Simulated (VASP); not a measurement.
Wanted: the native input for a VASP 6.6.1 run.

```yaml
Task: single point
Functional: PBE
Potentials_or_basis: VASP PAW PBE potentials, release 64 (Pb_d, Se)
Cutoff: 520 eV
k_mesh: 4 × 6 × 4
Occupations: gaussian, width 0.01 eV
Spin: no spin polarisation
Dipole_correction: no
Further_INCAR_settings: ALGO = Normal; EDIFF = 1e-06; NBANDS = 28
```

The structure of PbSe lies in POSCAR:

```
PbSe
1.0
    4.3118469501      0.0361350205      0.5182722355
    0.0262134242      4.3112897383     -0.5201241701
   -0.7601738547     -3.5813327021      6.5746399759
Pb Se
2 2
Direct
    0.7418367077      1.0104324458      0.7498052709
    0.2418471651      0.0105315389      0.2498952974
    0.2430843889      0.5075195369      0.7491070125
    0.7430767383      0.5076244784      0.2492144192
```

One way to write it, as run:

INCAR

```
PREC = Accurate
ENCUT = 520
EDIFF = 1E-6
ISMEAR = 0
SIGMA = 0.01
LREAL = F
LASPH = T
NELM = 60
ALGO = Normal
ISIF = 2
LWAVE = F
LCHARG = F
GGA = PE
NBANDS = 28
```

KPOINTS

```
Automatic mesh
0
Gamma
  4 6 4
```

Potentials or basis: VASP PAW PBE potentials, release 64 (Pb_d, Se).

Command:

```console
$ cat potpaw_PBE.64/Pb_d/POTCAR potpaw_PBE.64/Se/POTCAR > POTCAR
$ mpirun -np 1 vasp_std > vasp.out
```

Results of the run:

| Property | Result |
| --- | --- |
| Pressure | 1.9 GPa |
| Band gap on the k mesh | 0.32 eV |

Caveat: spin-orbit coupling is left out, which moves the levels of the heavy elements.

Wall time 47 s on 1 thread of Intel(R) Xeon(R) 6975P-C (Granite Rapids) (shared host), peak memory 0.32 GiB.
